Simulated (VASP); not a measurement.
Here is a VASP 6.6.1 calculation.

INCAR

```
SYSTEM = HgTe
ALGO = Normal ; EDIFF = 1E-8
ENCUT = 520 ; GGA = PS
ISIF = 2 ; ISMEAR = -1
LASPH = .TRUE. ; LCHARG = .FALSE.
LEFG = .TRUE. ; LREAL = .FALSE.
LWAVE = .FALSE. ; NBANDS = 16
NELM = 80 ; PREC = Accurate
SIGMA = 0.08
```

File KPOINTS:

```
k-points
0
G
  12 12 12
  0 0 0
```

The input POSCAR:

```
HgTe
1.0
    0.0000000000      2.9117290240      2.9117290240
    2.9117290240      0.0000000000      2.9117290240
    2.9117290240      2.9117290240      0.0000000000
Hg Te
1 1
Direct
    0.0000000000      0.0000000000      0.0000000000
    0.5000000000      0.5000000000      0.5000000000
```

Potentials or basis: VASP PAW PBE potentials, release 64 (Hg, Te).

Command:

```console
$ cat potpaw_PBE.64/Hg/POTCAR potpaw_PBE.64/Te/POTCAR > POTCAR
$ mpirun -np 1 vasp_std > vasp.out
```

Task: Estimate the band gap on the k mesh.

Result: Zero (bands 9 and 10 overlap by 3.33 eV).

Task: What does it give for the pressure?

Result: 7.3 GPa.

Caveat: the cell stands under pressure; the PAW data sets were made with another functional, which shifts forces and pressure a little; spin-orbit coupling is left out, which moves the levels of the heavy elements.
